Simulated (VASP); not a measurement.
A run of VASP 6.6.1 is set up as follows.

INCAR

```
SYSTEM = F
ALGO = Normal ; EDIFF = 1E-7
ENCUT = 520 ; GGA = PE
ISIF = 2 ; ISMEAR = 0
LASPH = .TRUE. ; LCHARG = .FALSE.
LREAL = .FALSE. ; LWAVE = .FALSE.
NBANDS = 22 ; NELM = 100
PREC = Accurate ; SIGMA = 0.01
```

Contents of KPOINTS:

```
k-points
0
G
  4 4 2
  0 0 0
```

POSCAR

```
F
1.0
    2.4602695493     -1.6336773645      0.1034464603
    2.4602695493      1.6336773645      0.1034464603
   -0.3048475537      0.0000000000      6.3647116088
F
4
Direct
    0.5934893175      0.9074549170      0.5947414458
    0.0925450830      0.4065106825      0.9052585542
    0.4065106825      0.0925450830      0.4052585542
    0.9074549170      0.5934893175      0.0947414458
```

Potentials or basis: VASP PAW PBE potentials, release 64 (F).

The run is started by

```bash
$ cat potpaw_PBE.64/F/POTCAR > POTCAR
$ mpirun -np 1 vasp_std > vasp.out
```

Q: Estimate the pressure.

A: 11.7 GPa.

Q: Predict the band gap on the k mesh.

A: 3.59 eV, direct.

Stress tensor (GPa, compression positive):
```
 2.48  0.00 -0.96
 0.00  8.06  0.00
-0.96  0.00 24.43
```

Caveat: the k points lie up to 0.58 Å⁻¹ apart; forces of over 1 eV/Å act on the atoms, so gaps and moduli don't describe the material at rest. A k mesh can miss the band edges.
